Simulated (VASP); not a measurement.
# Dy4Au (P-43m) in VASP: notebook

Dy4Au is run at these levels: PBE; tasks: single point.

All numbers are computed with VASP 6.6.1; they aren't measurements. Logs are shortened: lines on timing, memory, paths and dates and some standing lists are left out, and cuts for length are marked.

## 1. The cell of the first run

Symmetry: P-43m, No. 215, cubic system. Conventional cell: a = 5.123 Å, b = 5.123 Å, c = 5.123 Å, α = 90.00°, β = 90.00°, γ = 90.00°. Within 2.9 Å of Dy (site symmetry 3m) lie 1 Au at 2.22 Å. Au (site symmetry -43m) has 4 Dy at 2.22 Å within 2.9 Å.

The cell was built from a structure type or drawn by symmetry, and may not be a known phase.

## 2. Single point, PBE

INCAR

```
PREC = Accurate
ENCUT = 500
EDIFF = 1E-6
ISMEAR = 0
SIGMA = 0.1
LREAL = F
LASPH = T
NELM = 200
ALGO = Normal
ISIF = 2
LWAVE = F
LCHARG = T
GGA = PE
LELF = T
LVHAR = T
NBANDS = 32
GGA_COMPAT = F
LMAXMIX = 6
```

KPOINTS

```
Automatic mesh
0
Gamma
  4 4 4
```

POSCAR

```
Dy4Au
1.0
    5.1228212100      0.0000000000      0.0000000000
    0.0000000000      5.1228212100      0.0000000000
    0.0000000000      0.0000000000      5.1228212100
Dy Au
4 1
Direct
    0.2500000000      0.2500000000      0.2500000000
    0.7500000000      0.7500000000      0.2500000000
    0.2500000000      0.7500000000      0.7500000000
    0.7500000000      0.2500000000      0.7500000000
    0.0000000000      0.0000000000      0.0000000000
```

Potentials or basis: VASP PAW PBE potentials, release 64 (Dy_3, Au), 4f in core.

Command:

```console
> cat potpaw_PBE.64/Dy_3/POTCAR potpaw_PBE.64/Au/POTCAR > POTCAR
> mpirun -np 1 vasp_std > vasp.out
```

OUTCAR:

```text
PREC = Accurate
   ENCUT = 500
   EDIFF = 1E-6
   ISMEAR = 0
   LREAL = F
   LASPH = T
   NELM = 200
   ISIF = 2
   GGA = PE

 ion  position               nearest neighbor table
   1  0.250  0.250  0.250-   5 2.22   3 3.62   4 3.62   2 3.62   3 3.62   4 3.62   2 3.62   3 3.62
                             3 3.62   2 3.62   4 3.62   4 3.62   2 3.62
   2  0.750  0.750  0.250-   5 2.22   3 3.62   4 3.62   1 3.62   3 3.62   4 3.62   1 3.62   4 3.62
                             4 3.62   1 3.62   3 3.62   3 3.62   1 3.62
   3  0.250  0.750  0.750-   5 2.22   2 3.62   4 3.62   1 3.62   1 3.62   2 3.62   1 3.62   4 3.62
                             1 3.62   2 3.62   4 3.62   2 3.62   4 3.62
   4  0.750  0.250  0.750-   5 2.22   2 3.62   3 3.62   1 3.62   1 3.62   2 3.62   2 3.62   3 3.62
                             2 3.62   1 3.62   3 3.62   1 3.62   3 3.62
   5  0.000  0.000  0.000-   1 2.22   2 2.22   3 2.22   4 2.22

  LATTYP: Found a simple cubic cell.
 ALAT       =     5.1228212100

  Lattice vectors:

 A1 = (   5.1228212100,   0.0000000000,   0.0000000000)
 A2 = (   0.0000000000,   5.1228212100,   0.0000000000)
 A3 = (   0.0000000000,   0.0000000000,   5.1228212100)

Analysis of symmetry for initial positions (statically):
=====================================================================
 Subroutine PRICEL returns:
 Original cell was already a primitive cell.

 Routine SETGRP: Setting up the symmetry group for a
 simple cubic supercell.

 Subroutine GETGRP returns: Found 24 space group operations
 (whereof 24 operations were pure point group operations)
 out of a pool of 48 trial point group operations.

The static configuration has the point symmetry T_d .

Analysis of symmetry for dynamics (positions and initial velocities):
=====================================================================
 Subroutine PRICEL returns:
 Original cell was already a primitive cell.

 Routine SETGRP: Setting up the symmetry group for a
 simple cubic supercell.

 Subroutine GETGRP returns: Found 24 space group operations
 (whereof 24 operations were pure point group operations)
 out of a pool of 48 trial point group operations.

The dynamic configuration has the point symmetry T_d .

 Subroutine INISYM returns: Found 24 space group operations
 (whereof 24 operations are pure point group operations),
 and found     1 'primitive' translations

----------------------------------------------------------------------------------------

                                     Primitive cell

  volume of cell :     134.4397

  direct lattice vectors                    reciprocal lattice vectors
     5.122821210  0.000000000  0.000000000     0.195204939  0.000000000  0.000000000
     0.000000000  5.122821210  0.000000000     0.000000000  0.195204939  0.000000000
     0.000000000  0.000000000  5.122821210     0.000000000  0.000000000  0.195204939

  length of vectors
     5.122821210  5.122821210  5.122821210     0.195204939  0.195204939  0.195204939

  position of ions in fractional coordinates (direct lattice)
     0.250000000  0.250000000  0.250000000
     0.750000000  0.750000000  0.250000000
     0.250000000  0.750000000  0.750000000
     0.750000000  0.250000000  0.750000000
     0.000000000  0.000000000  0.000000000

  ion indices of the primitive-cell ions
   primitive index   ion index
                 1           1
                 2           2
                 3           3
                 4           4
                 5           5

----------------------------------------------------------------------------------------

 KPOINTS: Automatic mesh

Automatic generation of k-mesh.
 Grid dimensions read from file:
 generate k-points for:    4    4    4

 Generating k-lattice:

  Cartesian coordinates                     Fractional coordinates (reciprocal lattice)
     0.048801235  0.000000000  0.000000000     0.250000000  0.000000000  0.000000000
     0.000000000  0.048801235  0.000000000     0.000000000  0.250000000  0.000000000
     0.000000000  0.000000000  0.048801235     0.000000000  0.000000000  0.250000000

  Length of vectors
     0.048801235  0.048801235  0.048801235

  Shift w.r.t. Gamma in fractional coordinates (k-lattice)
     0.000000000  0.000000000  0.000000000

 Subroutine IBZKPT returns following result:
 ===========================================

 Found     10 irreducible k-points:

 Following reciprocal coordinates:
            Coordinates               Weight
  0.000000  0.000000  0.000000      1.000000
  0.250000  0.000000  0.000000      6.000000
  0.500000  0.000000  0.000000      3.000000
  0.250000  0.250000  0.000000     12.000000
  0.500000  0.250000  0.000000     12.000000
  0.500000  0.500000  0.000000      3.000000
  0.250000  0.250000  0.250000      8.000000
  0.500000  0.250000  0.250000     12.000000
  0.500000  0.500000  0.250000      6.000000
  0.500000  0.500000  0.500000      1.000000
   k-points           NKPTS =     10   k-points in BZ     NKDIM =     10   number of bands    NBANDS=     32
   number of dos      NEDOS =    301   number of ions     NIONS =      5
   total plane-waves  NPLWV =  64000
   dimension x,y,z NGX =    40 NGY =   40 NGZ =   40
   dimension x,y,z NGXF=    80 NGYF=   80 NGZF=   80
   ions per type =               4   1
   NGX,Y,Z   is equivalent  to a cutoff of  12.98, 12.98, 12.98 a.u.
   NGXF,Y,Z  is equivalent  to a cutoff of  25.96, 25.96, 25.96 a.u.
 SYSTEM =  unknown system
   PREC   = accura    normal or accurate (medium, high low for compatibility)
   ISTART =      0    job   : 0-new  1-cont  2-samecut
   ICHARG =      2    charge: 1-file 2-atom 10-const
   ISPIN  =      1    spin polarized calculation?
   LNONCOLLINEAR =      F non collinear calculations
   LSORBIT =      F    spin-orbit coupling
   LASPH  =      T    aspherical Exc in radial PAW
   ENCUT  =  500.0 eV  36.75 Ry    6.06 a.u.   9.34  9.34  9.34*2*pi/ulx,y,z
   NELM   =    200;   NELMIN=  2; NELMDL= -5     # of ELM steps
   EDIFF  = 0.1E-05   stopping-criterion for ELM
   LREAL  =      F    real-space projection
   EDIFFG = 0.1E-04   stopping-criterion for IOM
   NSW    =      0    number of steps for IOM
   IBRION =     -1    ionic relax: 0-MD 1-quasi-New 2-CG
   NFREE  =      0    steps in history (QN), initial steepest desc. (CG)
   ISIF   =      2    stress and relaxation
   ISYM   =      2    0-nonsym 1-usesym 2-fastsym
   POTIM  = 0.5000    time-step for ionic-motion
   TEBEG  =    0.0;   TEEND  =   0.0 temperature during run
   PSTRESS=    0.0 pullay stress
   NELECT =      47.0000    total number of electrons
   NUPDOWN=      -1.0000    fix difference up-down
   EMIN   =  10.00;   EMAX   =-10.00  energy-range for DOS
   EFERMI =   0.00;   METHOD = LEGACY
   ISMEAR =     0;   SIGMA  =   0.10  broadening in eV -4-tet -1-fermi 0-gaus
   EFERMI_NEDOS =   21; number of points for ismear=-14 and -15
   IALGO  =     38    algorithm
   IMIX   =      4    mixing-type and parameters
     AMIX     =   0.40;   BMIX     =  1.00
     AMIX_MAG =   1.60;   BMIX_MAG =  1.00
  volume/ion in A,a.u.               =      26.89       181.45
  Fermi-wavevector in a.u.,A,eV,Ry     =   1.153272  2.179367 18.096229  1.330035
  Thomas-Fermi vector in A             =   2.289917
   LORBIT       =      0    0 simple, 1 ext, 2 COOP (PROOUT), +10 PAW based schemes
   GGA     = PE    functional components
   LHFCALC =     F    Hartree Fock is set to
   AEXX    =    0.0000 exact exchange contribution
   IVDW    =     0    specifies the selected vdW correction
   LEPSILON=     F    determine dielectric tensor
   LRPA    =     F    only Hartree local field effects (RPA)
 non-spin polarized calculation
 Gauss-broadening in eV      SIGMA  =   0.10
  energy-cutoff  :      500.00
  volume of cell :      134.44
 maximum number of plane-waves:      3448
 NGX is ok and might be reduce to    40
   NGX = 19   NGY = 19   NGZ = 19

 number of electron      47.0000001 magnetization

 Free energy of the ion-electron system (eV)
  ---------------------------------------------------
  ext. energy  EPLUGINS =         0.00000000
  ---------------------------------------------------
  free energy    TOTEN  =       -12.33625410 eV

  energy without entropy =      -12.30106353  energy(sigma->0) =      -12.31865881

 E-fermi :   4.5425     XC(G=0): -10.3029

 val. band max:        4.5229390494   @ k =   0.5000   0.2500   0.0000
 cond. band min:       4.5869552301   @ k =   0.5000   0.5000   0.2500
 fundamental gap:      0.0640161807
 Fermi energy:         4.5424877048

 k-point     1 :       0.0000    0.0000    0.0000
  band No.  band energies     occupation
      1     -19.7301      2.00000
      2     -19.2750      2.00000
      3     -19.2750      2.00000
      4     -19.2750      2.00000
      5     -18.9714      2.00000
      6     -18.9714      2.00000
[... 24 lines left out ...]
     31       9.3210      0.00000
     32       9.3456      0.00000

 k-point     2 :       0.2500    0.0000    0.0000
  band No.  band energies     occupation
      1     -19.6726      2.00000
      2     -19.3410      2.00000
      3     -19.2765      2.00000
      4     -19.2765      2.00000
      5     -18.9195      2.00000
      6     -18.9029      2.00000
[... 24 lines left out ...]
     31       7.9796      0.00000
     32       7.9796      0.00000

 k-point     3 :       0.5000    0.0000    0.0000
  band No.  band energies     occupation
      1     -19.5696      2.00000
      2     -19.4518      2.00000
      3     -19.2781      2.00000
      4     -19.2781      2.00000
      5     -18.8181      2.00000
      6     -18.7515      2.00000
[... 24 lines left out ...]
     31       7.0312      0.00000
     32       7.2852      0.00000

 k-point     4 :       0.2500    0.2500    0.0000
  band No.  band energies     occupation
      1     -19.6360      2.00000
      2     -19.3885      2.00000
      3     -19.2778      2.00000
      4     -19.2755      2.00000
      5     -18.8722      2.00000
      6     -18.8678      2.00000
[... 164 lines left out ...]
     31       6.8225      0.00000
     32       7.3551      0.00000

 k-point     9 :       0.5000    0.5000    0.2500
  band No.  band energies     occupation
      1     -19.7010      2.00000
      2     -19.3465      2.00000
      3     -19.2803      2.00000
      4     -19.2803      2.00000
      5     -18.8621      2.00000
      6     -18.8621      2.00000
[... 24 lines left out ...]
     31       6.3841      0.00000
     32       6.9937      0.00000

 k-point    10 :       0.5000    0.5000    0.5000
  band No.  band energies     occupation
      1     -19.7663      2.00000
      2     -19.2847      2.00000
      3     -19.2847      2.00000
      4     -19.2847      2.00000
      5     -18.9029      2.00000
      6     -18.9029      2.00000
[... 24 lines left out ...]
     31       6.0849      0.00000
     32       7.4634      0.00000

------------------------ aborting loop because EDIFF is reached ----------------------------------------

  FORCE on cell =-STRESS in cart. coord.  units (eV):
  Direction    XX          YY          ZZ          XY          YZ          ZX
  --------------------------------------------------------------------------------------
  -------------------------------------------------------------------------------------
  Total       34.4875597     34.4875597     34.4875597      0.0000000     -0.0000000      0.0000000
  in kB      411.0034337    411.0034337    411.0034337      0.0000000     -0.0000000      0.0000000
  external PRESSURE =     411.0034337 kB  Pullay stress =       0.0000000 kB

 VOLUME and BASIS-vectors are now :
 -----------------------------------------------------------------------------
  energy-cutoff  :      500.00
  volume of cell :      134.44
      direct lattice vectors                 reciprocal lattice vectors
     5.122821210  0.000000000  0.000000000     0.195204939  0.000000000  0.000000000
     0.000000000  5.122821210  0.000000000     0.000000000  0.195204939  0.000000000
     0.000000000  0.000000000  5.122821210     0.000000000  0.000000000  0.195204939

 POSITION                                       TOTAL-FORCE (eV/Angst)
 -----------------------------------------------------------------------------------
      1.28071      1.28071      1.28071         6.747293      6.747293      6.747293
      3.84212      3.84212      1.28071        -6.747293     -6.747293      6.747293
      1.28071      3.84212      3.84212         6.747293     -6.747293     -6.747293
      3.84212      1.28071      3.84212        -6.747293      6.747293     -6.747293
      0.00000      0.00000      0.00000         0.000000     -0.000000      0.000000
 -----------------------------------------------------------------------------------
    total drift:                                0.000000     -0.000000     -0.000000

  FREE ENERGIE OF THE ION-ELECTRON SYSTEM (eV)
  ---------------------------------------------------
  free  energy   TOTEN  =       -12.3362540958 eV

  energy  without entropy=      -12.3010635304  energy(sigma->0) =      -12.31865881
```

Wall time 48 s (1 thread of Intel Xeon Platinum 8259CL at 2.50GHz (Skylake/Cascade Lake), shared host); peak memory 0.25 GiB.

Results:

* Free energy: -12.3363 eV
* Pressure: 41.1 GPa
* Band gap on the k mesh: zero (an odd number of electrons rules out a gap without spin polarisation)

Caveat: the cell stands under pressure; spin-orbit coupling is left out, which moves the levels of the heavy elements; the 4f electrons are frozen in the core, so they carry no moment and show no levels.

## 3. Single point, PBE

This run uses another cell than the first one, of 34.50 Å³/atom.

INCAR

```
SYSTEM = Dy4Au
PREC = Accurate ; ENCUT = 500
EDIFF = 1E-6 ; ISMEAR = 0
SIGMA = 0.1 ; LREAL = .FALSE.
LASPH = .TRUE. ; NELM = 200
ALGO = Normal ; ISIF = 2
LWAVE = .FALSE. ; LCHARG = .FALSE.
GGA = PE ; NBANDS = 32
GGA_COMPAT = .FALSE. ; LMAXMIX = 6
```

KPOINTS

```
Automatic mesh
0
G
  4 4 4
  0 0 0
```

POSCAR

```
Dy4Au
1.0
    5.5666524511      0.0000000000      0.0000000000
    0.0000000000      5.5666524511      0.0000000000
    0.0000000000      0.0000000000      5.5666524511
Dy Au
4 1
Direct
    0.2814916159      0.2814916159      0.2814916159
    0.7185083841      0.7185083841      0.2814916159
    0.2814916159      0.7185083841      0.7185083841
    0.7185083841      0.2814916159      0.7185083841
    0.0000000000      0.0000000000      0.0000000000
```

Potentials or basis: VASP PAW PBE potentials, release 64 (Dy_3, Au), 4f in core.

Command:

```console
> cat potpaw_PBE.64/Dy_3/POTCAR potpaw_PBE.64/Au/POTCAR > POTCAR
> mpirun -np 1 vasp_std > vasp.out
```

OUTCAR:

```text
SYSTEM = Dy4Au
   PREC = Accurate
   ENCUT = 500
   EDIFF = 1E-6
   ISMEAR = 0
   LREAL = .FALSE.
   LASPH = .TRUE.
   NELM = 200
   ISIF = 2
   GGA = PE

 ion  position               nearest neighbor table
   1  0.281  0.281  0.281-   5 2.71   3 3.44   4 3.44   2 3.44
   2  0.719  0.719  0.281-   5 2.71   3 3.44   4 3.44   1 3.44
   3  0.281  0.719  0.719-   5 2.71   2 3.44   4 3.44   1 3.44
   4  0.719  0.281  0.719-   5 2.71   2 3.44   3 3.44   1 3.44
   5  0.000  0.000  0.000-   1 2.71   2 2.71   3 2.71   4 2.71

  LATTYP: Found a simple cubic cell.
 ALAT       =     5.5666524511

  Lattice vectors:

 A1 = (   5.5666524511,   0.0000000000,   0.0000000000)
 A2 = (   0.0000000000,   5.5666524511,   0.0000000000)
 A3 = (   0.0000000000,   0.0000000000,   5.5666524511)

Analysis of symmetry for initial positions (statically):
=====================================================================
 Subroutine PRICEL returns:
 Original cell was already a primitive cell.

[... 160 lines left out ...]

 E-fermi :   2.8092     XC(G=0):  -9.3158

 val. band max:        2.7906451982   @ k =   0.5000   0.5000   0.5000
 cond. band min:       2.8173372046   @ k =   0.5000   0.5000   0.2500
 fundamental gap:      0.0266920064
 Fermi energy:         2.8092292032

 k-point     1 :       0.0000    0.0000    0.0000
  band No.  band energies     occupation
      1     -21.0866      2.00000
      2     -20.9706      2.00000
      3     -20.9706      2.00000
      4     -20.8612      2.00000
      5     -20.8612      2.00000
      6     -20.8612      2.00000
[... 339 lines left out ...]
     31       4.6028      0.00000
     32       4.8642      0.00000

------------------------ aborting loop because EDIFF is reached ----------------------------------------

  FORCE on cell =-STRESS in cart. coord.  units (eV):
  Direction    XX          YY          ZZ          XY          YZ          ZX
  --------------------------------------------------------------------------------------
  -------------------------------------------------------------------------------------
  Total        0.2375018      0.2375018      0.2375018      0.0000000     -0.0000000     -0.0000000
  in kB        2.2059478      2.2059478      2.2059478      0.0000000     -0.0000000     -0.0000000
  external PRESSURE =       2.2059478 kB  Pullay stress =       0.0000000 kB

 VOLUME and BASIS-vectors are now :
 -----------------------------------------------------------------------------
  energy-cutoff  :      500.00
  volume of cell :      172.50
      direct lattice vectors                 reciprocal lattice vectors
     5.566652451  0.000000000  0.000000000     0.179641177  0.000000000  0.000000000
     0.000000000  5.566652451  0.000000000     0.000000000  0.179641177  0.000000000
     0.000000000  0.000000000  5.566652451     0.000000000  0.000000000  0.179641177

 POSITION                                       TOTAL-FORCE (eV/Angst)
 -----------------------------------------------------------------------------------
      1.56697      1.56697      1.56697        -0.007298     -0.007298     -0.007298
      3.99969      3.99969      1.56697         0.007298      0.007298     -0.007298
      1.56697      3.99969      3.99969        -0.007298      0.007298      0.007298
      3.99969      1.56697      3.99969         0.007298     -0.007298      0.007298
      0.00000      0.00000      0.00000         0.000000      0.000000      0.000000
 -----------------------------------------------------------------------------------
    total drift:                               -0.000000     -0.000000      0.000000

  FREE ENERGIE OF THE ION-ELECTRON SYSTEM (eV)
  ---------------------------------------------------
  free  energy   TOTEN  =       -20.6984462558 eV

  energy  without entropy=      -20.6419113783  energy(sigma->0) =      -20.67017882
```

stdout:

```text
POSCAR found type information on POSCAR DyAu
 POSCAR found :  2 types and       5 ions
 scaLAPACK will be used
 LDA part: xc-table for (Slater+PW92), standard interpolation
 POSCAR, INCAR and KPOINTS ok, starting setup
 FFT: planning ... GRIDC
 FFT: planning ... GRID_SOFT
 FFT: planning ... GRID
 WAVECAR not read
 entering main loop
```

It took 53 s on 1 thread of Intel Xeon Platinum 8259CL at 2.50GHz (Skylake/Cascade Lake), shared host; peak memory 0.27 GiB.

What came out:

```
Free energy            : -20.6984 eV
Pressure               : 0.2 GPa
Largest force          : 0.013 eV/Å
Band gap on the k mesh : zero (an odd number of electrons rules out a gap without spin polarisation)
```

Forces in eV/Å, atoms in the order of the input:
```
Dy  -0.007 -0.007 -0.007
Dy   0.007  0.007 -0.007
Dy  -0.007  0.007  0.007
Dy   0.007 -0.007  0.007
Au   0.000  0.000  0.000
```

Caveat: spin-orbit coupling is left out, which moves the levels of the heavy elements; the 4f electrons are frozen in the core, so they carry no moment and show no levels. Spin polarisation is off, so any magnetic state and its effect on volume and gap are missing.
